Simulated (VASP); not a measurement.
A run of VASP 6.6.1 is set up as follows.

The input INCAR:

```
  PREC = Accurate
  ENCUT = 500
  EDIFF = 1E-6
  ISMEAR = 0
  SIGMA = 0.02
  LREAL = False
  LASPH = True
  NELM = 120
  ALGO = Normal
  ISIF = 2
  LWAVE = False
  LCHARG = False
  GGA = PE
  NBANDS = 16
  GGA_COMPAT = False
```

File KPOINTS:

```
regular mesh
0
Gamma
  8 8 8
```

The input POSCAR:

```
CdS
1.0
    0.0000000000      2.9634773958      2.9634773958
    2.9634773958      0.0000000000      2.9634773958
    2.9634773958      2.9634773958      0.0000000000
Cd S
1 1
Direct
    0.0000000000      0.0000000000      0.0000000000
    0.2500000000      0.2500000000      0.2500000000
```

Potentials or basis: VASP PAW PBE potentials, release 64 (Cd, S).

The run is started by

```sh
$ cat potpaw_PBE.64/Cd/POTCAR potpaw_PBE.64/S/POTCAR > POTCAR
$ mpirun -np 1 vasp_std > vasp.out
```

Question: What does it give for the pressure?

Answer: 0.3 GPa.

Question: Estimate the band gap on the k mesh.

Answer: 1.04 eV.
